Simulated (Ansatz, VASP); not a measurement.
One calculation of Bi, two programs

```
CELL_PARAMETERS angstrom
2.26750 1.30914 4.01676
-2.26750 1.30914 4.01676
0.00000 -2.61828 4.01676
ATOMIC_POSITIONS crystal
Bi 0.76600 0.76600 0.76600
Bi 0.23400 0.23400 0.23400
```

Alike in both runs: task single point; functional PBE; k mesh 6 × 6 × 6; occupations fermi-dirac, width 0.05 eV; no spin polarisation.

```csv
,VASP,Ansatz
version,VASP 6.6.1,Ansatz 0.2.0
potentials or method,"VASP PAW PBE potentials, release 64 (Bi_d)",Ansatz PAW
plane-wave cutoff (eV),520,420
valence electrons in the cell,30,30
```

|  | VASP | Ansatz | Ansatz less VASP |
| --- | --- | --- | --- |
| gap on the k mesh at the Fermi level (eV) | none | none | - |
| pressure (GPa) | 1.2 | 1.2 | +0.06 |
| traceless stress, the component that is largest in VASP (GPa) | -0.21 | -0.21 | +0.001 |
| rms of the force components (eV/Å) | 0.009 | 0.006 | -0.0037 |

Atom by atom the forces differ by 0.004 eV/Å (rms over components). A gap of «none» marks a metal or a gap that the smearing closes. With one functional, cell and mesh, what is left measures potentials, basis and numerics.

Neither program's run includes spin-orbit coupling.
